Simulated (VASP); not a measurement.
Here is a VASP 6.6.1 calculation.

Contents of INCAR:

```
ALGO = Normal
EDIFF = 1E-6
ENCUT = 520
GGA = PE
ISIF = 2
ISMEAR = -1
LASPH = True
LCHARG = False
LREAL = False
LWAVE = False
NBANDS = 14
NELM = 60
PREC = Accurate
SIGMA = 0.02
```

The input KPOINTS:

```
k-points
0
Gamma
  10 10 10
```

File POSCAR:

```
NaF
1.0
    0.0000000000      2.2303680000      2.3233000000
    2.2303680000      0.0000000000      2.3233000000
    2.2303680000      2.2303680000      0.0000000000
Na F
1 1
Direct
    0.0000000000      0.0000000000      0.0000000000
    0.5000000000      0.5000000000      0.5000000000
```

Potentials or basis: VASP PAW PBE potentials, release 64 (Na_pv, F).

The run is started by

```sh
$ cat potpaw_PBE.64/Na_pv/POTCAR potpaw_PBE.64/F/POTCAR > POTCAR
$ mpirun -np 1 vasp_std > vasp.out
```

Q: What does it give for the band gap on the k mesh?

A: 6.71 eV.

Q: Estimate the pressure.

A: 7.0 GPa.

Stress tensor (GPa, compression positive):
```
8.69 0.00 0.00
0.00 8.69 0.00
0.00 0.00 3.72
```

Caveat: the cell differs from its parent crystal (x and y stretched by -4 %, z held); the cell stands under pressure. A k mesh can miss the band edges.
